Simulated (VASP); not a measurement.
# As (P6_3/mmc) in VASP: further runs

The runs below take As through relaxation of cell and atoms, single point, with PBEsol.

All numbers are computed with VASP 6.6.1; they aren't measurements. Logs are shortened: lines on timing, memory, paths and dates and some standing lists are left out, and cuts for length are marked.

## (1) The cell of the first run

Symmetry: P6_3/mmc, No. 194, hexagonal system. The conventional cell has a = 4.548 Å, b = 4.548 Å, c = 5.613 Å, α = 90.00°, β = 90.00°, γ = 120.00°. Within 3.3 Å of As (site symmetry 3m) lie 5 As at 2.47 to 3.14 Å.

This isn't the form of As at room conditions, which is rhombohedral.

## (2) Relaxation of cell and atoms, PBEsol

INCAR

```
SYSTEM = As
  ALGO = Normal
  EDIFF = 1E-6
  EDIFFG = -0.01
  ENCUT = 600
  GGA = PS
  IBRION = 2
  ISIF = 3
  ISMEAR = 0
  LASPH = .True.
  LCHARG = .False.
  LREAL = .False.
  LWAVE = .False.
  NELM = 80
  NSW = 100
  PREC = Accurate
  SIGMA = 0.1
```

KPOINTS

```
k-points
0
Gamma
  12 12 8
  0 0 0
```

POSCAR

```
As
1.0
    4.5477399073      0.0000000000      0.0000000000
   -2.2738699536      3.9384582895      0.0000000000
    0.0000000000      0.0000000000      5.6127310873
As
4
Direct
    0.3333333333      0.6666666667      0.4703436081
    0.6666666667      0.3333333333      0.9703436081
    0.6666666667      0.3333333333      0.5296563919
    0.3333333333      0.6666666667      0.0296563919
```

Potentials or basis: VASP PAW PBE potentials, release 64 (As).

Launch:

```
cat potpaw_PBE.64/As/POTCAR > POTCAR
mpirun -np 1 vasp_std > vasp.out
```

OUTCAR:

```text
SYSTEM = As
   EDIFF = 1E-6
   EDIFFG = -0.01
   ENCUT = 600
   GGA = PS
   IBRION = 2
   ISIF = 3
   ISMEAR = 0
   LASPH = .True.
   LREAL = .False.
   NELM = 80
   NSW = 100
   PREC = Accurate

 ion  position               nearest neighbor table
   1  0.333  0.667  0.470-   4 2.47   3 2.65   3 2.65   3 2.65
   2  0.667  0.333  0.970-   3 2.47   4 2.65   4 2.65   4 2.65
   3  0.667  0.333  0.530-   2 2.47   1 2.65   1 2.65   1 2.65
   4  0.333  0.667  0.030-   1 2.47   2 2.65   2 2.65   2 2.65

  LATTYP: Found a hexagonal cell.
 ALAT       =     4.5477399073
 C/A-ratio  =     1.2341803185

  Lattice vectors:

 A1 = (   4.5477399073,   0.0000000000,   0.0000000000)
 A2 = (  -2.2738699536,   3.9384582895,   0.0000000000)
 A3 = (   0.0000000000,   0.0000000000,   5.6127310873)

Analysis of symmetry for initial positions (statically):
=====================================================================
 Subroutine PRICEL returns:
 Original cell was already a primitive cell.

 Routine SETGRP: Setting up the symmetry group for a
 hexagonal supercell.

 Subroutine GETGRP returns: Found 24 space group operations
 (whereof 12 operations were pure point group operations)
 out of a pool of 24 trial point group operations.

The static configuration has the point symmetry D_3d.
 The point group associated with its full space group is D_6h.

Analysis of symmetry for dynamics (positions and initial velocities):
=====================================================================
 Subroutine PRICEL returns:
 Original cell was already a primitive cell.

 Routine SETGRP: Setting up the symmetry group for a
 hexagonal supercell.

 Subroutine GETGRP returns: Found 24 space group operations
 (whereof 12 operations were pure point group operations)
 out of a pool of 24 trial point group operations.

The dynamic configuration has the point symmetry D_3d.
 The point group associated with its full space group is D_6h.

 Subroutine INISYM returns: Found 24 space group operations
 (whereof 12 operations are pure point group operations),
 and found     1 'primitive' translations

----------------------------------------------------------------------------------------

                                     Primitive cell

  volume of cell :     100.5301

[... 111 lines left out ...]
     AMIX     =   0.40;   BMIX     =  1.00
     AMIX_MAG =   1.60;   BMIX_MAG =  1.00
  volume/ion in A,a.u.               =      25.13       169.60
  Fermi-wavevector in a.u.,A,eV,Ry     =   0.955695  1.806002 12.426930  0.913354
  Thomas-Fermi vector in A             =   2.084556
   LORBIT       =      0    0 simple, 1 ext, 2 COOP (PROOUT), +10 PAW based schemes
   GGA     = PS    functional components
   LHFCALC =     F    Hartree Fock is set to
   AEXX    =    0.0000 exact exchange contribution
   IVDW    =     0    specifies the selected vdW correction
   LEPSILON=     F    determine dielectric tensor
   LRPA    =     F    only Hartree local field effects (RPA)
 conjugate gradient relaxation of ions
 non-spin polarized calculation
 Gauss-broadening in eV      SIGMA  =   0.10
  energy-cutoff  :      600.00
  volume of cell :      100.53
 maximum number of plane-waves:      3380
   NGX = 19   NGY = 19   NGZ = 23

--------------------------------------- Ionic step        1  -------------------------------------------

 number of electron      19.9999998 magnetization

 Free energy of the ion-electron system (eV)
  ---------------------------------------------------
  ext. energy  EPLUGINS =         0.00000000
  ---------------------------------------------------
  free energy    TOTEN  =       -19.62543497 eV

  energy without entropy =      -19.62022134  energy(sigma->0) =      -19.62282816

------------------------ aborting loop because EDIFF is reached ----------------------------------------

  FORCE on cell =-STRESS in cart. coord.  units (eV):
  Direction    XX          YY          ZZ          XY          YZ          ZX
  --------------------------------------------------------------------------------------
  -------------------------------------------------------------------------------------
  Total        0.1493419      0.1493419      0.2799135      0.0000000      0.0000000      0.0000000
  in kB        2.3801059      2.3801059      4.4610630      0.0000000      0.0000000      0.0000000
  external PRESSURE =       3.0737583 kB  Pullay stress =       0.0000000 kB
[... 215 lines left out ...]
--------------------------------------- Ionic step        7  -------------------------------------------

 number of electron      19.9999998 magnetization

 Free energy of the ion-electron system (eV)
  ---------------------------------------------------
  ext. energy  EPLUGINS =         0.00000000
  ---------------------------------------------------
  free energy    TOTEN  =       -19.62697215 eV

  energy without entropy =      -19.62129563  energy(sigma->0) =      -19.62413389

 E-fermi :   3.9678     XC(G=0):  -9.2060

 val. band max:        3.9630946111   @ k =   0.0833  -0.0000   0.2500
 cond. band min:       3.9764047736   @ k =   0.1667   0.1667   0.1250
 fundamental gap:      0.0133101625
 Fermi energy:         3.9678465710

 k-point     1 :       0.0000    0.0000    0.0000
  band No.  band energies     occupation
      1     -10.6376      2.00000
      2      -7.7104      2.00000
      3      -5.9955      2.00000
      4      -1.8175      2.00000
      5      -1.6192      2.00000
      6      -0.4875      2.00000
      7      -0.4875      2.00000
      8       1.5405      2.00000
      9       1.7728      2.00000
     10       1.7728      2.00000
     11       3.5889      2.00000
     12       3.5889      2.00000
     13       6.3320      0.00000
     14       6.3320      0.00000
[... 377 lines left out ...]
      1      -9.8607      2.00000
      2      -7.6026      2.00000
      3      -6.8576      2.00000
      4      -4.3110      2.00000
      5      -1.6861      2.00000
      6      -1.1234      2.00000
      7       0.4058      2.00000
      8       0.9897      2.00000
      9       1.0874      2.00000
     10       3.0232      2.00000
     11       4.8688      0.00000
     12       5.5850      0.00000
     13       7.0508      0.00000
     14       7.4023      0.00000

 [... further k-points ...]

------------------------ aborting loop because EDIFF is reached ----------------------------------------

  FORCE on cell =-STRESS in cart. coord.  units (eV):
  Direction    XX          YY          ZZ          XY          YZ          ZX
  --------------------------------------------------------------------------------------
  -------------------------------------------------------------------------------------
  Total       -0.0025218     -0.0025218      0.0041417     -0.0000000     -0.0000000      0.0000000
  in kB       -0.0398204     -0.0398204      0.0654004     -0.0000000     -0.0000000      0.0000000
  external PRESSURE =      -0.0047468 kB  Pullay stress =       0.0000000 kB
[... 19 lines left out ...]
  FREE ENERGIE OF THE ION-ELECTRON SYSTEM (eV)
  ---------------------------------------------------
  free  energy   TOTEN  =       -19.6269721472 eV

  energy  without entropy=      -19.6212956258  energy(sigma->0) =      -19.62413389

 reached required accuracy - stopping structural energy minimisation
```

CONTCAR:

```text
As
   1.00000000000000
     4.5538880786921316    0.0000000000000776    0.0000000000000000
    -2.2769440392959313    3.9437827621122623    0.0000000000000000
    -0.0000000000000000    0.0000000000000000    5.6495958635705783
  As
     4
Direct
     0.3333333332999970    0.6666666667000030    0.4687834878561500
     0.6666666667000030    0.3333333332999970    0.9687834878561501
     0.6666666667000030    0.3333333332999970    0.5312165121438499
     0.3333333332999970    0.6666666667000030    0.0312165121438500

  0.00000000E+00  0.00000000E+00  0.00000000E+00
  0.00000000E+00  0.00000000E+00  0.00000000E+00
  0.00000000E+00  0.00000000E+00  0.00000000E+00
  0.00000000E+00  0.00000000E+00  0.00000000E+00
```

It took 9.3 min on 1 thread of Intel Xeon 8259CL, shared host; peak memory 0.33 GiB.

What came out:

```yaml
Free_energy: -19.6270 eV
Relaxed_volume: 25.37 Å³/atom
Relaxed_cell: a = 4.554 Å, b = 4.554 Å, c = 5.650 Å, α = 90.00°, β = 90.00°, γ = 120.00°
Space_group_after_relaxing_to_0.1_Å: P6_3/mmc (No. 194)
Energy_gained_by_relaxing: 0.4 meV/atom
Ionic_steps: 7
Pressure_after_relaxing: 0.0 GPa
Band_gap_on_the_k_mesh: zero (bands 10 and 11 overlap by 0.74 eV)
```

The path:
```csv
step,energy change (eV),largest force (eV/Å),pressure (GPa),volume (Å³)
1,0.0000,0.0270,0.31,100.53
2,-0.0008,0.0518,-0.07,101.23
3,-0.0008,0.0515,-0.07,101.22
4,-0.0013,0.0273,-0.04,101.32
5,-0.0015,0.0076,-0.01,101.46
6,-0.0015,0.0031,0.01,101.46
7,-0.0015,0.0014,0.00,101.46
```

Final structure:
```
As
1.0
     4.55389    0.00000    0.00000
    -2.27694    3.94378    0.00000
     0.00000    0.00000    5.64960
As
4
Direct
  0.33333 0.66667 0.46878
  0.66667 0.33333 0.96878
  0.66667 0.33333 0.53122
  0.33333 0.66667 0.03122
```

Caveat: the PAW data sets were made with another functional, which shifts forces and pressure a little.

## (3) Relaxation of cell and atoms, PBEsol

This run uses another cell than the first one, of 18.39 Å³/atom.

INCAR

```
PREC = Accurate
ENCUT = 600
EDIFF = 1E-6
ISMEAR = 0
SIGMA = 0.1
LREAL = False
LASPH = True
NELM = 100
ALGO = Normal
ISIF = 3
LWAVE = False
LCHARG = False
GGA = PS
IBRION = 2
NSW = 100
EDIFFG = -0.01
```

KPOINTS

```
regular mesh
0
Gamma
  18 18 6
```

POSCAR

```
As
1.0
    2.9278726475      0.0000000000      0.0000000000
   -1.4639363237      2.5356120917      0.0000000000
    0.0000000000      0.0000000000      9.9078006357
As
4
Direct
    0.0000000000      0.0000000000      0.0000000000
    0.0000000000      0.0000000000      0.5000000000
    0.3333333333      0.6666666667      0.7500000000
    0.6666666667      0.3333333333      0.2500000000
```

Potentials or basis: VASP PAW PBE potentials, release 64 (As).

Launch:

```
cat potpaw_PBE.64/As/POTCAR > POTCAR
mpirun -np 1 vasp_std > vasp.out
```

OUTCAR:

```text
PREC = Accurate
   ENCUT = 600
   EDIFF = 1E-6
   ISMEAR = 0
   LREAL = False
   LASPH = True
   NELM = 100
   ISIF = 3
   GGA = PS
   IBRION = 2
   NSW = 100
   EDIFFG = -0.01

 ion  position               nearest neighbor table
   1  0.000  0.000  0.000-
   2  0.000  0.000  0.500-
   3  0.333  0.667  0.750-
   4  0.667  0.333  0.250-

  LATTYP: Found a hexagonal cell.
 ALAT       =     2.9278726475
 C/A-ratio  =     3.3839588768

  Lattice vectors:

 A1 = (   2.9278726475,   0.0000000000,   0.0000000000)
 A2 = (  -1.4639363237,   2.5356120917,   0.0000000000)
 A3 = (   0.0000000000,   0.0000000000,   9.9078006357)

Analysis of symmetry for initial positions (statically):
=====================================================================
 Subroutine PRICEL returns:
 Original cell was already a primitive cell.

 Routine SETGRP: Setting up the symmetry group for a
 hexagonal supercell.

 Subroutine GETGRP returns: Found 24 space group operations
 (whereof 12 operations were pure point group operations)
 out of a pool of 24 trial point group operations.

The static configuration has the point symmetry D_3d.
 The point group associated with its full space group is D_6h.

Analysis of symmetry for dynamics (positions and initial velocities):
=====================================================================
[... 394 lines left out ...]

 Free energy of the ion-electron system (eV)
  ---------------------------------------------------
  ext. energy  EPLUGINS =         0.00000000
  ---------------------------------------------------
  free energy    TOTEN  =       -18.64533310 eV

  energy without entropy =      -18.63693982  energy(sigma->0) =      -18.64113646

 E-fermi :   6.8005     XC(G=0): -11.0119

 val. band max:        6.7991179278   @ k =   0.3333   0.0556   0.1667
 cond. band min:       6.8163433706   @ k =   0.3889   0.1111   0.1667
 fundamental gap:      0.0172254427
 Fermi energy:         6.8005398610

 k-point     1 :       0.0000    0.0000    0.0000
  band No.  band energies     occupation
      1      -8.6607      2.00000
      2      -7.2205      2.00000
      3      -7.2097      2.00000
      4      -4.2442      2.00000
      5      -0.2606      2.00000
      6       5.5493      2.00000
      7       5.5536      2.00000
      8      11.2260      0.00000
      9      11.2260      0.00000
     10      11.9300      0.00000
     11      11.9300      0.00000
     12      12.0131      0.00000
     13      12.0131      0.00000
     14      12.5619      0.00000
[... 377 lines left out ...]
      1      -4.4533      2.00000
      2      -3.4218      2.00000
      3      -3.3218      2.00000
      4      -2.0887      2.00000
      5       0.6044      2.00000
      6       0.9723      2.00000
      7       2.0357      2.00000
      8       3.4592      2.00000
      9       4.1604      2.00000
     10       5.9909      2.00000
     11       6.0692      2.00000
     12       6.8951      0.18122
     13       7.6151      0.00000
     14       9.3539      0.00000

 [... further k-points ...]

------------------------ aborting loop because EDIFF is reached ----------------------------------------

  FORCE on cell =-STRESS in cart. coord.  units (eV):
  Direction    XX          YY          ZZ          XY          YZ          ZX
  --------------------------------------------------------------------------------------
  -------------------------------------------------------------------------------------
  Total       -0.0349220     -0.0349220     -0.0261958     -0.0000000     -0.0000000      0.0000000
  in kB       -0.7590074     -0.7590074     -0.5693505     -0.0000000     -0.0000000      0.0000000
  external PRESSURE =      -0.6957885 kB  Pullay stress =       0.0000000 kB
[... 19 lines left out ...]
  FREE ENERGIE OF THE ION-ELECTRON SYSTEM (eV)
  ---------------------------------------------------
  free  energy   TOTEN  =       -18.6453331014 eV

  energy  without entropy=      -18.6369398198  energy(sigma->0) =      -18.64113646

 reached required accuracy - stopping structural energy minimisation
```

OSZICAR:

```text
N       E                     dE             d eps       ncg     rms          rms(c)
DAV:   1     0.738208072628E+02    0.73821E+02   -0.92786E+03  4144   0.138E+03
DAV:   2    -0.138497418013E+02   -0.87671E+02   -0.84744E+02  5680   0.181E+02
DAV:   3    -0.185957013066E+02   -0.47460E+01   -0.46327E+01  5156   0.432E+01
[... 42 lines left out ...]
       N       E                     dE             d eps       ncg     rms          rms(c)
DAV:   1    -0.186454857872E+02   -0.37802E-03   -0.60065E-03  4144   0.440E-01    0.617E-02
DAV:   2    -0.186453841148E+02    0.10167E-03   -0.17756E-04  4816   0.872E-02    0.346E-02
DAV:   3    -0.186453331205E+02    0.50994E-04   -0.11915E-04  4432   0.601E-02    0.569E-03
DAV:   4    -0.186453331014E+02    0.19012E-07   -0.19460E-06  4134   0.925E-03
   7 F= -.18645333E+02 E0= -.18641136E+02  d E =-.225327E-03
```

Wall time 11 min (1 thread of Intel Xeon 8259CL, shared host); peak memory 0.32 GiB.

What came out:

```
Free energy                           : -18.6453 eV
Relaxed volume                        : 18.43 Å³/atom
Relaxed cell                          : a = 2.946 Å, b = 2.946 Å, c = 9.810 Å, α = 90.00°, β = 90.00°, γ = 120.00°
Space group after relaxing (to 0.1 Å) : P6_3/mmc (No. 194)
Energy gained by relaxing             : 0.7 meV/atom
Ionic steps                           : 7
Pressure after relaxing               : -0.1 GPa
```

The path:
| step | energy change (eV) | largest force (eV/Å) | pressure (GPa) | volume (Å³) |
| --- | --- | --- | --- | --- |
| 1 | 0.0000 | 0.0000 | 0.25 | 73.56 |
| 2 | -0.0013 | 0.0000 | -0.18 | 73.86 |
| 3 | -0.0015 | 0.0000 | -0.46 | 74.07 |
| 4 | -0.0023 | 0.0000 | -0.39 | 73.99 |
| 5 | -0.0026 | 0.0000 | -0.32 | 73.92 |
| 6 | -0.0026 | 0.0000 | -0.30 | 73.89 |
| 7 | -0.0028 | 0.0000 | -0.07 | 73.72 |

Final structure:
```cif
data_structure
_symmetry_space_group_name_H-M 'P 1'
_symmetry_Int_Tables_number 1
_cell_length_a 2.9456
_cell_length_b 2.9456
_cell_length_c 9.8104
_cell_angle_alpha 90.000
_cell_angle_beta 90.000
_cell_angle_gamma 120.000
_cell_volume 73.72
loop_
_atom_site_label
_atom_site_type_symbol
_atom_site_fract_x
_atom_site_fract_y
_atom_site_fract_z
_atom_site_occupancy
As1 As 0.00000 0.00000 0.00000 1
As2 As 0.00000 0.00000 0.50000 1
As3 As 0.33333 0.66667 0.75000 1
As4 As 0.66667 0.33333 0.25000 1
```

Levels at points of the mesh, in eV from the Fermi level:
| k point | band 6 | band 7 | band 8 | band 9 | band 10 | band 11 | band 12 | band 13 | band 14 |
| --- | --- | --- | --- | --- | --- | --- | --- | --- | --- |
| (0.00, 0.00, 0.00) | -1.25 | -1.25 | 4.43 | 4.43 | 5.13 | 5.13 | 5.21 | 5.21 | 5.76 |
| (0.50, 0.00, 0.00) | -6.46 | -4.69 | -4.15 | -2.13 | -1.23 | 0.73 | 2.01 | 2.05 | 2.06 |
| (0.00, 0.00, 0.50) | -5.04 | 3.03 | 3.03 | 4.63 | 4.63 | 4.63 | 4.63 | 5.80 | 5.80 |
| (0.50, 0.00, 0.50) | -6.10 | -5.32 | -5.32 | -0.48 | -0.48 | 1.07 | 1.07 | 1.21 | 1.21 |

Caveat: the highest band is partly filled, so the run has too few bands; the PAW data sets were made with another functional, which shifts forces and pressure a little.

(Part 1 of 2 ends here.)

The gap in the log of VASP goes by the Fermi energy; the results here count the filled bands.